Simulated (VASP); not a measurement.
# P4C (Pm-3m) in VASP: a series of runs, part 2 of 2

VASP 6.6.1.

### 4 Single point, PBE, collinear spin

The input, INCAR:

```
PREC     = Accurate       # precision mode
ENCUT    = 520            # plane-wave cutoff, eV
EDIFF    = 1E-6           # SCF threshold, eV
ISMEAR   = 0              # smearing method
SIGMA    = 0.1            # smearing width, eV
LREAL    = False          # projectors in reciprocal space
LASPH    = True           # aspherical terms in the spheres
NELM     = 150            # most SCF steps
ALGO     = Normal         # electronic algorithm
ISIF     = 2              # what is computed and relaxed
LWAVE    = False          # write WAVECAR
LCHARG   = False          # write CHGCAR
ISPIN    = 2              # spin polarisation
MAGMOM   = 0 0 0 0 1      # initial moments
LORBIT   = 11             # projections on sites
GGA      = PE             # functional
NBANDS   = 24             # bands
```

The input, KPOINTS:

```
regular mesh
0
Gamma
  4 4 4
```

The input, POSCAR:

```
P4C
1.0
    4.4979815600      0.0000000000      0.0000000000
    0.0000000000      4.4979815600      0.0000000000
    0.0000000000      0.0000000000      4.4979815600
P C
4 1
Direct
    0.5000000000      0.0000000000      0.0000000000
    0.0000000000      0.5000000000      0.0000000000
    0.0000000000      0.0000000000      0.5000000000
    0.5000000000      0.5000000000      0.5000000000
    0.0000000000      0.0000000000      0.0000000000
```

Potentials or basis: VASP PAW PBE potentials, release 64 (P, C).

The run is started by

```
cat potpaw_PBE.64/P/POTCAR potpaw_PBE.64/C/POTCAR > POTCAR
mpirun -np 1 vasp_std > vasp.out
```

OUTCAR:

```text
PREC = Accurate
   ENCUT = 520
   EDIFF = 1E-6
   ISMEAR = 0
   LREAL = False
   LASPH = True
   NELM = 150
   ISIF = 2
   ISPIN = 2
   LORBIT = 11
   GGA = PE

 ion  position               nearest neighbor table
   1  0.500  0.000  0.000-   5 2.25   5 2.25
   2  0.000  0.500  0.000-   5 2.25   5 2.25
   3  0.000  0.000  0.500-   5 2.25   5 2.25
   4  0.500  0.500  0.500-
   5  0.000  0.000  0.000-   1 2.25   2 2.25   3 2.25   3 2.25   2 2.25   1 2.25

  LATTYP: Found a simple cubic cell.
 ALAT       =     4.4979815600
[... 755 lines left out ...]
     0.000000000  4.497981560  0.000000000     0.000000000  0.222321943  0.000000000
     0.000000000  0.000000000  4.497981560     0.000000000  0.000000000  0.222321943

 POSITION                                       TOTAL-FORCE (eV/Angst)
 -----------------------------------------------------------------------------------
      2.24899      0.00000      0.00000         0.000000      0.000000      0.000000
      0.00000      2.24899      0.00000         0.000000      0.000000      0.000000
      0.00000      0.00000      2.24899         0.000000      0.000000      0.000000
      2.24899      2.24899      2.24899         0.000000      0.000000      0.000000
      0.00000      0.00000      0.00000         0.000000      0.000000      0.000000
 -----------------------------------------------------------------------------------
    total drift:                               -0.000000      0.000000     -0.000000

  FREE ENERGIE OF THE ION-ELECTRON SYSTEM (eV)
  ---------------------------------------------------
  free  energy   TOTEN  =       -22.5970443848 eV

  energy  without entropy=      -22.5657881841  energy(sigma->0) =      -22.58141628

 total charge

# of ion       s       p       d       tot
------------------------------------------
    1        1.169   1.082   0.000   2.251
    2        1.169   1.082   0.000   2.251
    3        1.169   1.082   0.000   2.251
    4        1.180   1.063   0.000   2.243
    5        0.922   1.237   0.000   2.159
--------------------------------------------------
tot          5.609   5.547   0.000  11.156

 magnetization (x)

# of ion       s       p       d       tot
------------------------------------------
    1        0.016   0.050   0.000   0.066
    2        0.016   0.050   0.000   0.066
    3        0.016   0.050   0.000   0.066
    4        0.010   0.043   0.000   0.053
    5        0.016   0.212   0.000   0.228
--------------------------------------------------
tot          0.075   0.405   0.000   0.480
```

OSZICAR:

```text
N       E                     dE             d eps       ncg     rms          rms(c)
DAV:   1     0.614234387666E+02    0.61423E+02   -0.97171E+03   960   0.844E+02
DAV:   2    -0.184576961018E+02   -0.79881E+02   -0.75976E+02  1208   0.137E+02
DAV:   3    -0.232400454302E+02   -0.47823E+01   -0.47016E+01  1272   0.308E+01
DAV:   4    -0.233006461189E+02   -0.60601E-01   -0.60553E-01  1152   0.424E+00
DAV:   5    -0.233015349273E+02   -0.88881E-03   -0.88873E-03  1272   0.487E-01    0.773E+00
DAV:   6    -0.231062389506E+02    0.19530E+00   -0.68892E+00  1160   0.101E+01    0.470E+00
DAV:   7    -0.225918107673E+02    0.51443E+00   -0.11181E+00  1144   0.452E+00    0.265E+00
DAV:   8    -0.226042894597E+02   -0.12479E-01   -0.23841E-01  1144   0.201E+00    0.135E+00
DAV:   9    -0.225959983111E+02    0.82911E-02   -0.62502E-02  1160   0.106E+00    0.349E-01
DAV:  10    -0.225967929351E+02   -0.79462E-03   -0.72014E-03  1104   0.380E-01    0.156E-01
DAV:  11    -0.225969669253E+02   -0.17399E-03   -0.68950E-04  1200   0.121E-01    0.790E-02
DAV:  12    -0.225970484455E+02   -0.81520E-04   -0.13085E-04  1256   0.529E-02    0.382E-02
DAV:  13    -0.225970431627E+02    0.52828E-05   -0.74087E-05  1208   0.375E-02    0.207E-02
DAV:  14    -0.225970450202E+02   -0.18575E-05   -0.14595E-05  1144   0.177E-02    0.971E-03
DAV:  15    -0.225970443848E+02    0.63546E-06   -0.31565E-06  1008   0.740E-03
   1 F= -.22597044E+02 E0= -.22581416E+02  d E =-.312562E-01  mag=     0.9092
```

stdout:

```text
POSCAR found type information on POSCAR P C
 POSCAR found :  2 types and       5 ions
 scaLAPACK will be used
 LDA part: xc-table for (Slater+PW92), standard interpolation
 POSCAR, INCAR and KPOINTS ok, starting setup
 FFT: planning ... GRIDC
 FFT: planning ... GRID_SOFT
 FFT: planning ... GRID
 WAVECAR not read
 entering main loop
```

Wall time 20 s (1 thread of Intel Xeon 6975P-C (Granite Rapids), shared host); peak memory 0.23 GiB.

What came out:

| Property | Result |
| --- | --- |
| Free energy | -22.5970 eV |
| Pressure | -17.5 GPa |
| Net moment | 0.91 μB per cell |
| Site moments | P +0.07, +0.05 (each value once); C +0.23 μB |
| Valence electrons inside the program's atomic spheres | P 2.25, 2.24 (each value once); C 2.16 |

Levels at points of the mesh, in eV from the Fermi level:
Spin up:
| k point | band 10 | band 11 | band 12 | band 13 | band 14 | band 15 | band 16 | band 17 |
| --- | --- | --- | --- | --- | --- | --- | --- | --- |
| (0.00, 0.00, 0.00) | -1.88 | -1.88 | -0.02 | -0.02 | -0.02 | 2.82 | 2.82 | 2.82 |
| (0.50, 0.00, 0.00) | -1.36 | -0.78 | -0.45 | -0.08 | -0.08 | 0.97 | 1.28 | 1.28 |
| (0.50, 0.50, 0.00) | -1.57 | -1.57 | -1.26 | -0.17 | -0.17 | 1.18 | 2.04 | 2.07 |
| (0.50, 0.50, 0.50) | 0.23 | 0.23 | 1.31 | 1.31 | 2.19 | 2.19 | 2.19 | 2.23 |
Spin down:
```tsv
k point	band 7	band 8	band 9	band 10	band 11	band 12	band 13	band 14	band 15	band 16
(0.00, 0.00, 0.00)	-6.13	-4.77	-1.69	-1.69	-1.69	0.17	0.17	0.17	2.99	2.99
(0.50, 0.00, 0.00)	-5.60	-2.77	-2.77	-1.19	-0.52	-0.36	0.14	0.14	1.36	1.43
(0.50, 0.50, 0.00)	-2.65	-2.60	-2.60	-1.40	-1.40	-1.16	0.24	0.24	1.22	2.25
(0.50, 0.50, 0.50)	-5.11	-5.11	0.71	0.71	0.71	1.35	1.35	2.36	2.36	2.36
```

Caveat: the cell stands under tension.

### 5 Summary

```csv
spin,cell,gap on the mesh (eV),pressure (GPa),moment (μB)
off,"a = 4.498 Å, 5 atoms",none,-17.6,-
collinear,"a = 4.023 Å, 5 atoms",none,-0.3,0.15
collinear,"a = 4.498 Å, 5 atoms",none,-17.5,0.91
```

Alike in all rows: task single point; level PBE; potentials or basis VASP PAW PBE potentials, release 64 (P, C); k mesh 4 × 4 × 4; cutoff (eV) 520; smearing gaussian 0.1 eV.

Caveats: some runs use coarse meshes; the cell stands under tension (at least some runs).

Absolute energies hang on the potentials; compare differences alone.
